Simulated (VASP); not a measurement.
# SnO2 in VASP: single point with LDA

Aim: the single point of SnO2 with LDA.

Program: VASP 6.6.1. These are calculated values, not measurements. Logs are shortened: lines on timing, memory, paths and dates and some standing lists are left out, and cuts for length are marked.

**1. The cell of the first run**

The typed cell holds 6 atoms: a = 4.759 Å, b = 4.759 Å, c = 3.200 Å, α = 90.00°, β = 90.00°, γ = 90.00°.

**2. Single point, LDA (strained cell)**

Contents of INCAR:

```
PREC = Accurate ; ENCUT = 520
EDIFF = 1E-6 ; ISMEAR = 0
SIGMA = 0.02 ; LREAL = F
LASPH = T ; NELM = 100
ALGO = Normal ; ISIF = 2
LWAVE = F ; LCHARG = T
GGA = CA ; LELF = T
LVHAR = T ; NBANDS = 35
```

Contents of KPOINTS:

```
regular mesh
0
Gamma
  6 6 8
```

Contents of POSCAR:

```
SnO2
1.0
    4.7585145848      0.0000000000      0.0000000000
    0.0000000000      4.7585911806      0.0000000000
    0.0000000000      0.0000000000      3.2000646643
Sn O
2 4
Direct
    0.5000000000      0.5000000000      0.5000000000
    0.0000000000      0.0000000000      0.0000000000
    0.3064233640      0.3064566642      0.0000000000
    0.8064233640      0.1935433358      0.5000000000
    0.1935766360      0.8064566642      0.5000000000
    0.6935766360      0.6935433358      0.0000000000
```

Potentials or basis: VASP PAW LDA potentials, release 64 (Sn_d, O).

Started as:

```console
> cat potpaw_LDA.64/Sn_d/POTCAR potpaw_LDA.64/O/POTCAR > POTCAR
> mpirun -np 1 vasp_std > vasp.out
```

OUTCAR:

```text
PREC = Accurate
   ENCUT = 520
   EDIFF = 1E-6
   ISMEAR = 0
   LREAL = F
   LASPH = T
   NELM = 100
   ISIF = 2
   GGA = CA

 ion  position               nearest neighbor table
   1  0.500  0.500  0.500-   4 2.06   5 2.06   3 2.06   6 2.06   3 2.06   6 2.06   2 3.73   2 3.73
                             2 3.73   2 3.73   2 3.73   2 3.73   2 3.73   2 3.73
   2  0.000  0.000  0.000-   3 2.06   6 2.06   5 2.06   4 2.06   4 2.06   5 2.06   1 3.73   1 3.73
                             1 3.73   1 3.73   1 3.73   1 3.73   1 3.73   1 3.73
   3  0.306  0.306  0.000-   2 2.06   1 2.06   1 2.06
   4  0.806  0.194  0.500-   1 2.06   2 2.06   2 2.06
   5  0.194  0.806  0.500-   1 2.06   2 2.06   2 2.06
   6  0.694  0.694  0.000-   2 2.06   1 2.06   1 2.06

  LATTYP: Found a simple orthorhombic cell.
 ALAT       =     3.2000646643
 B/A-ratio  =     1.4870057589
 C/A-ratio  =     1.4870296946

  Lattice vectors:

 A1 = (   0.0000000000,   0.0000000000,   3.2000646643)
 A2 = (   4.7585145848,   0.0000000000,   0.0000000000)
 A3 = (   0.0000000000,   4.7585911806,   0.0000000000)

Analysis of symmetry for initial positions (statically):
=====================================================================
 Subroutine PRICEL returns:
 Original cell was already a primitive cell.

 Routine SETGRP: Setting up the symmetry group for a
 simple orthorhombic supercell.

 Subroutine GETGRP returns: Found  8 space group operations
 (whereof  4 operations were pure point group operations)
 out of a pool of  8 trial point group operations.

The static configuration has the point symmetry C_2h.
 The point group associated with its full space group is D_2h.

Analysis of symmetry for dynamics (positions and initial velocities):
=====================================================================
 Subroutine PRICEL returns:
 Original cell was already a primitive cell.

 Routine SETGRP: Setting up the symmetry group for a
 simple orthorhombic supercell.

 Subroutine GETGRP returns: Found  8 space group operations
 (whereof  4 operations were pure point group operations)
 out of a pool of  8 trial point group operations.

The dynamic configuration has the point symmetry C_2h.
 The point group associated with its full space group is D_2h.

 Subroutine INISYM returns: Found  8 space group operations
 (whereof  4 operations are pure point group operations),
 and found     1 'primitive' translations

----------------------------------------------------------------------------------------

                                     Primitive cell

  volume of cell :      72.4617

  direct lattice vectors                    reciprocal lattice vectors
     4.758514585  0.000000000  0.000000000     0.210149613  0.000000000  0.000000000
     0.000000000  4.758591181  0.000000000     0.000000000  0.210146231  0.000000000
     0.000000000  0.000000000  3.200064664     0.000000000  0.000000000  0.312493685

  length of vectors
     4.758514585  4.758591181  3.200064664     0.210149613  0.210146231  0.312493685

  position of ions in fractional coordinates (direct lattice)
     0.500000000  0.500000000  0.500000000
     0.000000000  0.000000000  0.000000000
     0.306423364  0.306456664  0.000000000
     0.806423364  0.193543336  0.500000000
     0.193576636  0.806456664  0.500000000
     0.693576636  0.693543336  0.000000000

  ion indices of the primitive-cell ions
   primitive index   ion index
                 1           1
                 2           2
                 3           3
                 4           4
                 5           5
                 6           6

----------------------------------------------------------------------------------------

 KPOINTS: regular mesh

Automatic generation of k-mesh.
 Grid dimensions read from file:
 generate k-points for:    6    6    8

 Generating k-lattice:

  Cartesian coordinates                     Fractional coordinates (reciprocal lattice)
     0.035024936  0.000000000  0.000000000     0.166666667  0.000000000  0.000000000
     0.000000000  0.035024372  0.000000000     0.000000000  0.166666667  0.000000000
     0.000000000  0.000000000  0.039061711     0.000000000  0.000000000  0.125000000

  Length of vectors
     0.035024936  0.035024372  0.039061711

  Shift w.r.t. Gamma in fractional coordinates (k-lattice)
     0.000000000  0.000000000  0.000000000

 Subroutine IBZKPT returns following result:
 ===========================================

 Found     80 irreducible k-points:

 Following reciprocal coordinates:
            Coordinates               Weight
  0.000000  0.000000  0.000000      1.000000
  0.166667  0.000000  0.000000      2.000000
  0.333333  0.000000  0.000000      2.000000
  0.500000  0.000000  0.000000      1.000000
  0.000000  0.166667  0.000000      2.000000
  0.166667  0.166667  0.000000      4.000000
[... 16 lines left out ...]
  0.333333  0.166667  0.125000      8.000000
  0.500000  0.166667  0.125000      4.000000
 [... further k-points ...]
   k-points           NKPTS =     80   k-points in BZ     NKDIM =     80   number of bands    NBANDS=     35
   number of dos      NEDOS =    301   number of ions     NIONS =      6
   total plane-waves  NPLWV =  31104
   dimension x,y,z NGX =    36 NGY =   36 NGZ =   24
   dimension x,y,z NGXF=    72 NGYF=   72 NGZF=   48
   ions per type =               2   4
   NGX,Y,Z   is equivalent  to a cutoff of  12.58, 12.58, 12.47 a.u.
   NGXF,Y,Z  is equivalent  to a cutoff of  25.15, 25.15, 24.94 a.u.
 SYSTEM =  unknown system
   PREC   = accura    normal or accurate (medium, high low for compatibility)
   ISTART =      0    job   : 0-new  1-cont  2-samecut
   ICHARG =      2    charge: 1-file 2-atom 10-const
   ISPIN  =      1    spin polarized calculation?
   LNONCOLLINEAR =      F non collinear calculations
   LSORBIT =      F    spin-orbit coupling
   LASPH  =      T    aspherical Exc in radial PAW
   ENCUT  =  520.0 eV  38.22 Ry    6.18 a.u.   8.85  8.85  5.95*2*pi/ulx,y,z
   NELM   =    100;   NELMIN=  2; NELMDL= -5     # of ELM steps
   EDIFF  = 0.1E-05   stopping-criterion for ELM
   LREAL  =      F    real-space projection
   EDIFFG = 0.1E-04   stopping-criterion for IOM
   NSW    =      0    number of steps for IOM
   IBRION =     -1    ionic relax: 0-MD 1-quasi-New 2-CG
   NFREE  =      0    steps in history (QN), initial steepest desc. (CG)
   ISIF   =      2    stress and relaxation
   ISYM   =      2    0-nonsym 1-usesym 2-fastsym
   POTIM  = 0.5000    time-step for ionic-motion
   TEBEG  =    0.0;   TEEND  =   0.0 temperature during run
   PSTRESS=    0.0 pullay stress
   NELECT =      52.0000    total number of electrons
   NUPDOWN=      -1.0000    fix difference up-down
   EMIN   =  10.00;   EMAX   =-10.00  energy-range for DOS
   EFERMI =   0.00;   METHOD = LEGACY
   ISMEAR =     0;   SIGMA  =   0.02  broadening in eV -4-tet -1-fermi 0-gaus
   EFERMI_NEDOS =   21; number of points for ismear=-14 and -15
   IALGO  =     38    algorithm
   IMIX   =      4    mixing-type and parameters
     AMIX     =   0.40;   BMIX     =  1.00
     AMIX_MAG =   1.60;   BMIX_MAG =  1.00
  volume/ion in A,a.u.               =      12.08        81.50
  Fermi-wavevector in a.u.,A,eV,Ry     =   1.465682  2.769737 29.228359  2.148224
  Thomas-Fermi vector in A             =   2.581510
   LORBIT       =      0    0 simple, 1 ext, 2 COOP (PROOUT), +10 PAW based schemes
   GGA     = CA    functional components
   LHFCALC =     F    Hartree Fock is set to
   AEXX    =    0.0000 exact exchange contribution
   IVDW    =     0    specifies the selected vdW correction
   LEPSILON=     F    determine dielectric tensor
   LRPA    =     F    only Hartree local field effects (RPA)
 non-spin polarized calculation
 Gauss-broadening in eV      SIGMA  =   0.02
  energy-cutoff  :      520.00
  volume of cell :       72.46
 maximum number of plane-waves:      1992
 NGX is ok and might be reduce to    36
   NGX = 17   NGY = 17   NGZ = 11

 number of electron      52.0000002 magnetization

 Free energy of the ion-electron system (eV)
  ---------------------------------------------------
  ext. energy  EPLUGINS =         0.00000000
  ---------------------------------------------------
  free energy    TOTEN  =       -42.27464448 eV

  energy without entropy =      -42.27464448  energy(sigma->0) =      -42.27464448

 E-fermi :   5.8529     XC(G=0): -11.7329

 val. band max:        5.7157179500   @ k =   0.0000   0.0000   0.0000
 cond. band min:       6.7206157321   @ k =   0.0000   0.0000   0.0000
 fundamental gap:      1.0048977821
 Fermi energy:         5.8529148857

 k-point     1 :       0.0000    0.0000    0.0000
  band No.  band energies     occupation
      1     -15.2720      2.00000
      2     -14.5438      2.00000
      3     -14.2841      2.00000
      4     -14.2656      2.00000
      5     -14.2656      2.00000
      6     -14.1777      2.00000
[... 27 lines left out ...]
     34      17.4197      0.00000
     35      17.9476      0.00000

 k-point     2 :       0.1667    0.0000    0.0000
  band No.  band energies     occupation
      1     -15.2314      2.00000
      2     -14.5899      2.00000
      3     -14.2832      2.00000
      4     -14.2638      2.00000
      5     -14.2637      2.00000
      6     -14.2109      2.00000
[... 27 lines left out ...]
     34      17.4304      0.00000
     35      17.9127      0.00000

 k-point     3 :       0.3333    0.0000    0.0000
  band No.  band energies     occupation
      1     -15.1137      2.00000
      2     -14.7363      2.00000
      3     -14.2805      2.00000
      4     -14.2600      2.00000
      5     -14.2598      2.00000
      6     -14.2552      2.00000
[... 27 lines left out ...]
     34      17.5799      0.00000
     35      17.8623      0.00000
[... 723 lines left out ...]
 k-point    23 :       0.3333    0.1667    0.1250
  band No.  band energies     occupation
      1     -15.0472      2.00000
      2     -14.7474      2.00000
      3     -14.4048      2.00000
      4     -14.3957      2.00000
      5     -14.2379      2.00000
      6     -14.1981      2.00000
[... 27 lines left out ...]
     34      17.6278      0.00000
     35      17.7849      0.00000

 k-point    24 :       0.5000    0.1667    0.1250
  band No.  band energies     occupation
      1     -14.9108      2.00000
      2     -14.9108      2.00000
      3     -14.4011      2.00000
      4     -14.4011      2.00000
      5     -14.2187      2.00000
      6     -14.2187      2.00000
[... 27 lines left out ...]
     34      17.7025      0.00000
     35      17.8509      0.00000

 [... further k-points ...]

------------------------ aborting loop because EDIFF is reached ----------------------------------------

  FORCE on cell =-STRESS in cart. coord.  units (eV):
  Direction    XX          YY          ZZ          XY          YZ          ZX
  --------------------------------------------------------------------------------------
  -------------------------------------------------------------------------------------
  Total       -1.2200169     -1.2200666     -0.9873155     -0.0000000      0.0000000      0.0000000
  in kB      -26.9753980    -26.9764968    -21.8302127     -0.0000000      0.0000000      0.0000000
  external PRESSURE =     -25.2607025 kB  Pullay stress =       0.0000000 kB

 VOLUME and BASIS-vectors are now :
 -----------------------------------------------------------------------------
  energy-cutoff  :      520.00
  volume of cell :       72.46
      direct lattice vectors                 reciprocal lattice vectors
     4.758514585  0.000000000  0.000000000     0.210149613  0.000000000  0.000000000
     0.000000000  4.758591181  0.000000000     0.000000000  0.210146231  0.000000000
     0.000000000  0.000000000  3.200064664     0.000000000  0.000000000  0.312493685

 POSITION                                       TOTAL-FORCE (eV/Angst)
 -----------------------------------------------------------------------------------
      2.37926      2.37930      1.60003         0.000000      0.000000      0.000000
      0.00000      0.00000      0.00000         0.000000      0.000000      0.000000
      1.45812      1.45830      0.00000        -0.021067     -0.021169     -0.000000
      3.83738      0.92099      1.60003        -0.021067      0.021169     -0.000000
      0.92114      3.83760      1.60003         0.021067     -0.021169      0.000000
      3.30039      3.30029      0.00000         0.021067      0.021169      0.000000
 -----------------------------------------------------------------------------------
    total drift:                                0.000000      0.000000     -0.000000

  FREE ENERGIE OF THE ION-ELECTRON SYSTEM (eV)
  ---------------------------------------------------
  free  energy   TOTEN  =       -42.2746444765 eV

  energy  without entropy=      -42.2746444765  energy(sigma->0) =      -42.27464448
```

It took 2.6 min on 1 thread of Intel Xeon 8259CL, shared host; peak memory 0.26 GiB.

Results:

| Quantity | Value |
| --- | --- |
| Free energy | -42.2746 eV |
| Pressure | -2.5 GPa |
| Largest force | 0.030 eV/Å |
| Band gap on the k mesh | 1.00 eV |

Forces on the atoms (eV/Å):
```
Sn   0.000  0.000  0.000
Sn   0.000  0.000  0.000
O   -0.021 -0.021  0.000
O   -0.021  0.021  0.000
O    0.021 -0.021  0.000
O    0.021  0.021  0.000
```

Stress tensor (GPa, compression positive):
```
-2.70  0.00  0.00
 0.00 -2.70  0.00
 0.00  0.00 -2.18
```

Levels at points of the mesh, in eV from the valence-band top:
| k point | band 24 | band 25 | band 26 | band 27 | band 28 | band 29 |
| --- | --- | --- | --- | --- | --- | --- |
| (0.00, 0.00, 0.00) | -0.80 | -0.80 | 0.00 | 1.00 | 5.82 | 6.01 |
| (0.50, 0.00, 0.00) | -1.24 | -0.65 | -0.65 | 4.16 | 4.16 | 6.75 |
| (0.00, 0.50, 0.00) | -1.24 | -0.65 | -0.65 | 4.16 | 4.16 | 6.75 |
| (0.50, 0.50, 0.00) | -1.36 | -0.91 | -0.91 | 4.55 | 4.55 | 7.21 |
| (0.00, 0.00, 0.50) | -1.68 | -1.26 | -1.26 | 5.87 | 5.87 | 9.40 |
| (0.50, 0.00, 0.50) | -1.11 | -0.74 | -0.74 | 6.14 | 6.14 | 7.73 |
| (0.00, 0.50, 0.50) | -1.11 | -0.74 | -0.74 | 6.14 | 6.14 | 7.73 |
| (0.50, 0.50, 0.50) | -0.98 | -0.84 | -0.84 | 4.56 | 4.56 | 8.54 |

Caveat: the cell differs from its parent crystal (strained cell); spin-orbit coupling is left out, which moves the levels of the heavy elements.
